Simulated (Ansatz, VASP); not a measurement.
## Two plane-wave programs on Ga5N6

INCAR

```
SYSTEM = Ga5N6
PREC = Accurate
ENCUT = 520
EDIFF = 1E-6
ISMEAR = 0
SIGMA = 0.05
LREAL = .False.
LASPH = .True.
NELM = 60
ALGO = Normal
ISIF = 2
LWAVE = .False.
LCHARG = .False.
LDIPOL = .True.
IDIPOL = 3
DIPOL = 0.5 0.5 0.500
GGA = PS
NBANDS = 58
```

KPOINTS

```
regular mesh
0
Gamma
  8 8 1
  0 0 0
```

Contents of POSCAR:

```
Ga5N6
1.0
    3.1807290383      0.0000000000      0.0000000000
    0.0000000000      3.1807290383      0.0000000000
    0.0000000000      0.0000000000     18.2455753606
N Ga
6 5
Direct
    0.0000000000      0.5000000000      0.1918273297
    0.5000000000      0.0000000000      0.3150963978
    0.0000000000      0.5000000000      0.4383654659
    0.5000000000      0.0000000000      0.5616345341
    0.0000000000      0.5000000000      0.6849036022
    0.5000000000      0.0000000000      0.8081726703
    0.5000000000      0.5000000000      0.2534618637
    0.0000000000      0.0000000000      0.3767309319
    0.5000000000      0.5000000000      0.5000000000
    0.0000000000      0.0000000000      0.6232690681
    0.5000000000      0.5000000000      0.7465381363
```

Input for Ansatz:

```yaml
crystal:
  lattice:
    - [3.1807290383, 0.0, 0.0]
    - [0.0, 3.1807290383, 0.0]
    - [0.0, 0.0, 18.2455753606]
  atoms:
    - { symbol: "N", position: [0.0, 0.5, 0.1918273297] }
    - { symbol: Ga, position: [0.5, 0.5, 0.2534618637] }
    - { symbol: "N", position: [0.5, 0.0, 0.3150963978] }
    - { symbol: Ga, position: [0.0, 0.0, 0.3767309319] }
    - { symbol: "N", position: [0.0, 0.5, 0.4383654659] }
    - { symbol: Ga, position: [0.5, 0.5, 0.5] }
    - { symbol: "N", position: [0.5, 0.0, 0.5616345341] }
    - { symbol: Ga, position: [0.0, 0.0, 0.6232690681] }
    - { symbol: "N", position: [0.0, 0.5, 0.6849036022] }
    - { symbol: Ga, position: [0.5, 0.5, 0.7465381363] }
    - { symbol: "N", position: [0.5, 0.0, 0.8081726703] }
basis:
  ecutwfc: 420
kpoints:
  mp_grid: { grid: [8, 8, 1] }
hamiltonian:
  xc: pbesol
scf:
  occupations: { method: gaussian, width: 0.05 }
output:
  forces: true
  stress: true
  eigenvalues: true
efield:
  axis: 3
  dipole_correction: true
  ramp_width: 0.04
```

Alike in both runs: task single point; functional PBEsol; k mesh 8 × 8 × 1; occupations gaussian, width 0.05 eV; no spin polarisation.

```csv
,VASP,Ansatz
version,VASP 6.6.1,Ansatz 0.2.0
potentials or method,"VASP PAW PBE potentials, release 64 (N, Ga_d), cutoff 520 eV","scalar-relativistic, plane waves, PAW"
valence electrons in the cell,95,95
```

|  | VASP | Ansatz | Ansatz less VASP |
| --- | --- | --- | --- |
| gap on the k mesh at the Fermi level (eV) | none | none | - |
| rms of the force components (eV/Å) | 0.569 | 0.563 | -0.0063 |

VASP's potentials were made for PBE, not for PBEsol. A gap of «none» marks a metal or a gap that the smearing closes. With one functional, cell and mesh, what is left measures potentials, basis and numerics. Ansatz's warnings: vacuum density over bound.
